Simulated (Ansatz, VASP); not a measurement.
Li in VASP and in Ansatz

The input INCAR:

```
PREC = Accurate ; ENCUT = 650
EDIFF = 1E-6 ; ISMEAR = -1
SIGMA = 0.49 ; LREAL = False
LASPH = True ; NELM = 200
ALGO = Normal ; ISIF = 2
LWAVE = False ; LCHARG = True
ISPIN = 2 ; MAGMOM = 1
LORBIT = 11 ; GGA = PE
LELF = True ; LVHAR = True
NBANDS = 12 ; GGA_COMPAT = False
```

Contents of KPOINTS:

```
Automatic mesh
0
Gamma
  1 1 1
```

File POSCAR:

```
Li
1.0
    9.0000000000      0.0000000000      0.0000000000
    0.0000000000      9.3000000000      0.0000000000
    0.0000000000      0.0000000000      9.6000000000
Li
1
Direct
    0.4995663100      0.5033063800      0.5033308200
```

Input for Ansatz:

```yaml
crystal:
  lattice:
    - [9, 0, 0]
    - [0.0, 9.3, 0.0]
    - [0.0, 0.0, 9.6]
  atoms:
    - { symbol: Li, position: [0.49956631, 0.50330638, 0.50333082], spin: 1 }
kpoints:
  mp_grid: { grid: [1, 1, 1] }
hamiltonian:
  xc: pbe
  pseudopotentials: { kind: paw }
output:
  forces: true
magnetization:
  spin_polarized: true
scf:
  occupations: { method: fermi_dirac, width: "0.49 eV" }
  convergence: { dr2_threshold: 1.0e-12 }
  max_iter: 300
```

Alike in both runs: task single point; functional PBE; k mesh 1 × 1 × 1; collinear spin.

|  | VASP | Ansatz |
| --- | --- | --- |
| version | VASP 6.6.1 | Ansatz 0.2 development build |
| potentials or method | VASP PAW PBE potentials, release 64 (Li_sv) | PAW hard, scalar-relativistic |
| plane-wave cutoff (eV) | 650 | 780 |
| occupations | fermi-dirac, width 0.49 eV | fermi-dirac |

|  | VASP | Ansatz | Ansatz less VASP |
| --- | --- | --- | --- |
| net moment per atom (μB) | 0.00 | 0.00 | 0.000 |

Ansatz's warnings: seeded moment not kept.
